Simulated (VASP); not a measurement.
# TaN (P-6m2) in VASP: notebook

The runs below take TaN through single point, with LDA.

All numbers are computed with VASP 6.6.1; they aren't measurements. Logs are shortened: lines on timing, memory, paths and dates and some standing lists are left out, and cuts for length are marked.

### 1 The cell of the first run

The structure is hexagonal, space group P-6m2 (No. 187). The conventional cell has a = 2.938 Å, b = 2.938 Å, c = 2.883 Å, α = 90.00°, β = 90.00°, γ = 120.00°. Within 2.9 Å of Ta (site symmetry -6m2) lie 6 N at 2.23 Å and 2 Ta at 2.88 Å. N (site symmetry -6m2) has 6 Ta at 2.23 Å and 2 N at 2.88 Å within 2.9 Å.

### 2 Single point, LDA

Input file INCAR:

```
  PREC = Accurate
  ENCUT = 520
  EDIFF = 1E-6
  ISMEAR = -1
  SIGMA = 0.5
  LREAL = F
  LASPH = T
  NELM = 60
  ALGO = Normal
  ISIF = 2
  LWAVE = F
  LCHARG = F
  NBANDS = 15
```

Input file KPOINTS:

```
Automatic mesh
0
Gamma
  12 12 10
```

Input file POSCAR:

```
TaN
1.0
    2.9380000000      0.0000000000      0.0000000000
   -1.4690000000      2.5443826363      0.0000000000
    0.0000000000      0.0000000000      2.8830000000
Ta N
1 1
Direct
    0.3333333333      0.6666666667      0.5000000000
    0.0000000000      0.0000000000      0.0000000000
```

Potentials or basis: VASP PAW LDA potentials, release 64 (Ta_pv, N).

Run with:

```console
cat potpaw_LDA.64/Ta_pv/POTCAR potpaw_LDA.64/N/POTCAR > POTCAR
mpirun -np 1 vasp_std > vasp.out
```

OUTCAR:

```text
PREC = Accurate
   ENCUT = 520
   EDIFF = 1E-6
   ISMEAR = -1
   LREAL = F
   LASPH = T
   NELM = 60
   ISIF = 2

 ion  position               nearest neighbor table
   1  0.333  0.667  0.500-   2 2.23   2 2.23   2 2.23   2 2.23   2 2.23   2 2.23
   2  0.000  0.000  0.000-   1 2.23   1 2.23   1 2.23   1 2.23   1 2.23   1 2.23

  LATTYP: Found a hexagonal cell.
 ALAT       =     2.9380000000
 C/A-ratio  =     0.9812797822

  Lattice vectors:

 A1 = (   2.9380000000,   0.0000000000,   0.0000000000)
 A2 = (  -1.4690000000,   2.5443826363,   0.0000000000)
 A3 = (   0.0000000000,   0.0000000000,   2.8830000000)

Analysis of symmetry for initial positions (statically):
=====================================================================
 Subroutine PRICEL returns:
 Original cell was already a primitive cell.

 Routine SETGRP: Setting up the symmetry group for a
 hexagonal supercell.

 Subroutine GETGRP returns: Found 12 space group operations
 (whereof 12 operations were pure point group operations)
 out of a pool of 24 trial point group operations.

The static configuration has the point symmetry D_3h.

Analysis of symmetry for dynamics (positions and initial velocities):
=====================================================================
 Subroutine PRICEL returns:
 Original cell was already a primitive cell.

 Routine SETGRP: Setting up the symmetry group for a
 hexagonal supercell.

 Subroutine GETGRP returns: Found 12 space group operations
 (whereof 12 operations were pure point group operations)
 out of a pool of 24 trial point group operations.

The dynamic configuration has the point symmetry D_3h.

 Subroutine INISYM returns: Found 12 space group operations
 (whereof 12 operations are pure point group operations),
 and found     1 'primitive' translations

----------------------------------------------------------------------------------------

                                     Primitive cell

  volume of cell :      21.5516

  direct lattice vectors                    reciprocal lattice vectors
     2.938000000  0.000000000  0.000000000     0.340367597  0.196511324  0.000000000
    -1.469000000  2.544382636  0.000000000     0.000000000  0.393022648  0.000000000
     0.000000000  0.000000000  2.883000000     0.000000000  0.000000000  0.346860909

  length of vectors
     2.938000000  2.938000000  2.883000000     0.393022648  0.393022648  0.346860909

  position of ions in fractional coordinates (direct lattice)
     0.333333333  0.666666667  0.500000000
     0.000000000  0.000000000  0.000000000

  ion indices of the primitive-cell ions
   primitive index   ion index
                 1           1
                 2           2

----------------------------------------------------------------------------------------

 KPOINTS: Automatic mesh

Automatic generation of k-mesh.
 Grid dimensions read from file:
 generate k-points for:   12   12   10

 Generating k-lattice:

  Cartesian coordinates                     Fractional coordinates (reciprocal lattice)
     0.028363966  0.016375944  0.000000000     0.083333333 -0.000000000  0.000000000
     0.000000000  0.032751887  0.000000000     0.000000000  0.083333333  0.000000000
     0.000000000  0.000000000  0.034686091     0.000000000  0.000000000  0.100000000

  Length of vectors
     0.032751887  0.032751887  0.034686091

  Shift w.r.t. Gamma in fractional coordinates (k-lattice)
     0.000000000  0.000000000  0.000000000

 Subroutine IBZKPT returns following result:
 ===========================================

 Found    114 irreducible k-points:

 Following reciprocal coordinates:
            Coordinates               Weight
  0.000000  0.000000  0.000000      1.000000
  0.083333  0.000000  0.000000      6.000000
  0.166667  0.000000  0.000000      6.000000
  0.250000  0.000000  0.000000      6.000000
  0.333333  0.000000  0.000000      6.000000
  0.416667  0.000000  0.000000      6.000000
[... 16 lines left out ...]
  0.250000  0.000000  0.100000     12.000000
  0.333333  0.000000  0.100000     12.000000
 [... further k-points ...]
   k-points           NKPTS =    114   k-points in BZ     NKDIM =    114   number of bands    NBANDS=     15
   number of dos      NEDOS =    301   number of ions     NIONS =      2
   total plane-waves  NPLWV =  13824
   dimension x,y,z NGX =    24 NGY =   24 NGZ =   24
   dimension x,y,z NGXF=    48 NGYF=   48 NGZF=   48
   ions per type =               1   1
   NGX,Y,Z   is equivalent  to a cutoff of  13.58, 13.58, 13.84 a.u.
   NGXF,Y,Z  is equivalent  to a cutoff of  27.16, 27.16, 27.68 a.u.
 SYSTEM =  unknown system
   PREC   = accura    normal or accurate (medium, high low for compatibility)
   ISTART =      0    job   : 0-new  1-cont  2-samecut
   ICHARG =      2    charge: 1-file 2-atom 10-const
   ISPIN  =      1    spin polarized calculation?
   LNONCOLLINEAR =      F non collinear calculations
   LSORBIT =      F    spin-orbit coupling
   LASPH  =      T    aspherical Exc in radial PAW
   ENCUT  =  520.0 eV  38.22 Ry    6.18 a.u.   5.46  5.46  5.36*2*pi/ulx,y,z
   NELM   =     60;   NELMIN=  2; NELMDL= -5     # of ELM steps
   EDIFF  = 0.1E-05   stopping-criterion for ELM
   LREAL  =      F    real-space projection
   EDIFFG = 0.1E-04   stopping-criterion for IOM
   NSW    =      0    number of steps for IOM
   IBRION =     -1    ionic relax: 0-MD 1-quasi-New 2-CG
   NFREE  =      0    steps in history (QN), initial steepest desc. (CG)
   ISIF   =      2    stress and relaxation
   ISYM   =      2    0-nonsym 1-usesym 2-fastsym
   POTIM  = 0.5000    time-step for ionic-motion
   TEBEG  =    0.0;   TEEND  =   0.0 temperature during run
   PSTRESS=    0.0 pullay stress
   NELECT =      16.0000    total number of electrons
   NUPDOWN=      -1.0000    fix difference up-down
   EMIN   =  10.00;   EMAX   =-10.00  energy-range for DOS
   EFERMI =   0.00;   METHOD = LEGACY
   ISMEAR =    -1;   SIGMA  =   0.50  broadening in eV -4-tet -1-fermi 0-gaus
   EFERMI_NEDOS =   21; number of points for ismear=-14 and -15
   IALGO  =     38    algorithm
   IMIX   =      4    mixing-type and parameters
     AMIX     =   0.40;   BMIX     =  1.00
     AMIX_MAG =   1.60;   BMIX_MAG =  1.00
  volume/ion in A,a.u.               =      10.78        72.72
  Fermi-wavevector in a.u.,A,eV,Ry     =   1.482365  2.801264 29.897531  2.197407
  Thomas-Fermi vector in A             =   2.596160
   LORBIT       =      0    0 simple, 1 ext, 2 COOP (PROOUT), +10 PAW based schemes
   GGA     = CA    functional components
   LHFCALC =     F    Hartree Fock is set to
   AEXX    =    0.0000 exact exchange contribution
   IVDW    =     0    specifies the selected vdW correction
   LEPSILON=     F    determine dielectric tensor
   LRPA    =     F    only Hartree local field effects (RPA)
 non-spin polarized calculation
  energy-cutoff  :      520.00
  volume of cell :       21.55
 maximum number of plane-waves:       599
 NGX is ok and might be reduce to    24
   NGX = 11   NGY = 11   NGZ = 11

 number of electron      16.0000001 magnetization

 Free energy of the ion-electron system (eV)
  ---------------------------------------------------
  ext. energy  EPLUGINS =         0.00000000
  ---------------------------------------------------
  free energy    TOTEN  =       -24.82537256 eV

  energy without entropy =      -24.45989261  energy(sigma->0) =      -24.64263259

 E-fermi :   8.3335     XC(G=0): -13.5786

 val. band max:        8.2881578332   @ k =   0.0833   0.0000   0.4000
 cond. band min:       8.4979108634   @ k =   0.0000   0.0000   0.3000
 fundamental gap:      0.2097530302
 Fermi energy:         8.3334813183

 k-point     1 :       0.0000    0.0000    0.0000
  band No.  band energies     occupation
      1     -26.4806      2.00000
      2     -26.2227      2.00000
      3     -26.2227      2.00000
      4      -9.4159      2.00000
      5       3.5753      1.99985
      6       3.5753      1.99985
      7       3.9193      1.99971
      8       5.2482      1.99583
      9      10.4687      0.02757
     10      11.7002      0.00238
     11      11.7002      0.00238
     12      12.0677      0.00114
     13      12.0677      0.00114
     14      20.5493      0.00000
     15      21.2982      0.00000

 k-point     2 :       0.0833    0.0000    0.0000
  band No.  band energies     occupation
      1     -26.4709      2.00000
      2     -26.2995      2.00000
      3     -26.2391      2.00000
      4      -9.2690      2.00000
      5       3.1494      1.99994
      6       3.6866      1.99982
      7       4.1261      1.99956
      8       5.0377      1.99726
      9      10.9733      0.01014
     10      11.4108      0.00424
     11      11.7215      0.00228
     12      11.9937      0.00132
     13      12.2616      0.00077
     14      20.5505      0.00000
     15      21.2609      0.00000

 k-point     3 :       0.1667    0.0000    0.0000
  band No.  band energies     occupation
      1     -26.5043      2.00000
      2     -26.4441      2.00000
      3     -26.2836      2.00000
      4      -8.8637      2.00000
      5       2.2636      1.99999
      6       3.9828      1.99967
      7       4.5245      1.99902
      8       4.5826      1.99890
      9      10.7075      0.01719
     10      11.7978      0.00196
     11      11.8282      0.00184
     12      12.2105      0.00086
     13      12.6884      0.00033
     14      20.5536      0.00000
     15      21.2064      0.00000
[... 343 lines left out ...]
 k-point    23 :       0.2500    0.0000    0.1000
  band No.  band energies     occupation
      1     -26.7622      2.00000
      2     -26.4956      2.00000
      3     -26.3349      2.00000
      4      -8.1711      2.00000
      5       1.4058      2.00000
      6       3.4026      1.99990
      7       4.2800      1.99940
      8       5.4388      1.99390
      9      10.4173      0.03051
     10      10.7430      0.01602
     11      12.4491      0.00053
     12      12.9652      0.00019
     13      14.3027      0.00001
     14      20.5538      0.00000
     15      21.0467      0.00000

 k-point    24 :       0.3333    0.0000    0.1000
  band No.  band energies     occupation
      1     -27.0165      2.00000
      2     -26.4563      2.00000
      3     -26.3938      2.00000
      4      -7.6345      2.00000
      5       0.6090      2.00000
      6       3.1174      1.99994
      7       4.5020      1.99906
      8       5.4229      1.99409
      9      10.7830      0.01480
     10      11.0553      0.00861
     11      12.6784      0.00034
     12      13.1096      0.00014
     13      15.2498      0.00000
     14      20.5575      0.00000
     15      21.2828      0.00000

 [... further k-points ...]
[... 5 lines left out ...]
  --------------------------------------------------------------------------------------
  -------------------------------------------------------------------------------------
  Total       -0.9868046     -0.9868046     -1.4069790      0.0000000     -0.0000000      0.0000000
  in kB      -73.3606024    -73.3606024   -104.5970240      0.0000000     -0.0000000      0.0000000
  external PRESSURE =     -83.7727429 kB  Pullay stress =       0.0000000 kB

 VOLUME and BASIS-vectors are now :
 -----------------------------------------------------------------------------
  energy-cutoff  :      520.00
  volume of cell :       21.55
      direct lattice vectors                 reciprocal lattice vectors
     2.938000000  0.000000000  0.000000000     0.340367597  0.196511324  0.000000000
    -1.469000000  2.544382636  0.000000000     0.000000000  0.393022648  0.000000000
     0.000000000  0.000000000  2.883000000     0.000000000  0.000000000  0.346860909

 POSITION                                       TOTAL-FORCE (eV/Angst)
 -----------------------------------------------------------------------------------
     -0.00000      1.69626      1.44150         0.000000     -0.000000      0.000000
      0.00000      0.00000      0.00000         0.000000      0.000000      0.000000
 -----------------------------------------------------------------------------------
    total drift:                                0.000000     -0.000000     -0.000000

  FREE ENERGIE OF THE ION-ELECTRON SYSTEM (eV)
  ---------------------------------------------------
  free  energy   TOTEN  =       -24.8253725627 eV

  energy  without entropy=      -24.4598926130  energy(sigma->0) =      -24.64263259
```

It took 16 s on 1 thread of Intel Xeon Platinum 8488C (Sapphire Rapids), shared host; peak memory 0.15 GiB.

Results:

```
Free energy            : -24.8254 eV
Pressure               : -8.4 GPa
Band gap on the k mesh : zero (band 8 reaches 8.50 eV, above the bottom of band 9 at 8.00 eV)
```

Levels at points of the mesh, in eV from the Fermi level:
```
           k point  band 6  band 7  band 8  band 9  band 10  band 11
(0.00, 0.00, 0.00)   -4.76   -4.41   -3.09    2.14     3.37     3.37
(0.50, 0.00, 0.00)   -5.39   -3.70   -3.34    2.74     3.83     4.97
(0.00, 0.00, 0.50)   -3.94   -3.94   -0.34   -0.34     2.21     3.07
(0.50, 0.00, 0.50)   -6.34   -5.89   -0.52    3.98     5.12     5.85
```

Caveat: spin-orbit coupling is left out, which moves the levels of the heavy elements.

(Continued in part 2 of 2.)
